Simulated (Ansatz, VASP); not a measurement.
**MgO in VASP and in Ansatz**

The input POSCAR:

```
MgO
1.0
    0.0000000000      2.1442107638      2.1442107638
    2.1442107638      0.0000000000      2.1442107638
    2.1442107638      2.1442107638      0.0000000000
Mg O
1 1
Direct
    0.0000000000      0.0000000000      0.0000000000
    0.5000000000      0.5000000000      0.5000000000
```

INCAR.step1

```
SYSTEM = MgO
PREC     = Accurate       ! precision mode
ENCUT    = 520            ! plane-wave cutoff, eV
EDIFF    = 1E-5           ! SCF threshold, eV
ISMEAR   = 0              ! smearing method
SIGMA    = 0.01           ! smearing width, eV
LREAL    = .FALSE.        ! projectors in reciprocal space
LASPH    = .TRUE.         ! aspherical terms in the spheres
NELM     = 60             ! most SCF steps
ALGO     = Normal         ! electronic algorithm
ISIF     = 2              ! what is computed and relaxed
LWAVE    = .TRUE.         ! write WAVECAR
LCHARG   = .FALSE.        ! write CHGCAR
NBANDS   = 11             ! bands
GGA      = PE             ! functional
```

Contents of INCAR.step2:

```
SYSTEM = MgO
PREC     = Accurate       ! precision mode
ENCUT    = 520            ! plane-wave cutoff, eV
EDIFF    = 1E-6           ! SCF threshold, eV
ISMEAR   = 0              ! smearing method
SIGMA    = 0.01           ! smearing width, eV
LREAL    = .FALSE.        ! projectors in reciprocal space
LASPH    = .TRUE.         ! aspherical terms in the spheres
NELM     = 60             ! most SCF steps
ALGO     = Normal         ! electronic algorithm
ISIF     = 2              ! what is computed and relaxed
LWAVE    = .FALSE.        ! write WAVECAR
LCHARG   = .FALSE.        ! write CHGCAR
GGA      = PE             ! functional
LHFCALC  = .TRUE.         ! exact exchange
HFSCREEN = 0.2079         ! screening, 1/A
PRECFOCK = Normal       
NBANDS   = 11             ! bands
ISTART   = 1
```

File KPOINTS:

```
regular mesh
0
G
  8 8 8
  0 0 0
```

Input for Ansatz:

```yaml
crystal:
  lattice:
    - [0.0, 2.1442107638, 2.1442107638]
    - [2.1442107638, 0.0, 2.1442107638]
    - [2.1442107638, 2.1442107638, 0.0]
  atoms:
    - { symbol: Mg, position: [0.0, 0.0, 0.0] }
    - { symbol: O, position: [0.5, 0.5, 0.5] }
kpoints:
  mp_grid: { grid: [8, 8, 8] }
  band_path:
    path:
      - [0.0, 0.0, 0.0]
      - [0.5, 0.0, 0.5]
      - [0.625, 0.25, 0.625]
      - [0.375, 0.375, 0.75]
      - [0.5, 0.5, 0.5]
      - [0.5, 0.25, 0.75]
    npoints: 1
hamiltonian:
  xc: hse06
scf:
  occupations: { method: fixed }
  n_extra_bands: 4
output:
  forces: true
  stress: true
  eigenvalues: true
  write_density: true
  write_potential: true
  elf: true
  volumetric_format: npy
```

Change from the starting cell: hydrostatic strain +2.0%.

Alike in both runs: task single point; functional HSE06; k mesh 8 × 8 × 8; no spin polarisation.

|  | VASP | Ansatz |
| --- | --- | --- |
| version | VASP 6.6.1 | Ansatz 0.2.0 |
| potentials or method | VASP PAW PBE potentials, release 64 (Mg, O) | plane waves, PAW |
| plane-wave cutoff (eV) | 520 | 420 |
| occupations | gaussian, width 0.01 eV | fixed |
| valence electrons in the cell | 8 | 16 |

|  | VASP | Ansatz | Ansatz less VASP |
| --- | --- | --- | --- |
| gap on the k mesh at the Fermi level (eV) | 5.88 | 5.93 | +0.046 |
| pressure (GPa) | -9.5 | -9.1 | +0.39 |

VASP's potentials hold 8 valence electrons a cell and Ansatz's 16, so a difference there can come from the potentials and not from the codes. Ansatz's warnings: stress exchange threshold loose, stress scf threshold loose.
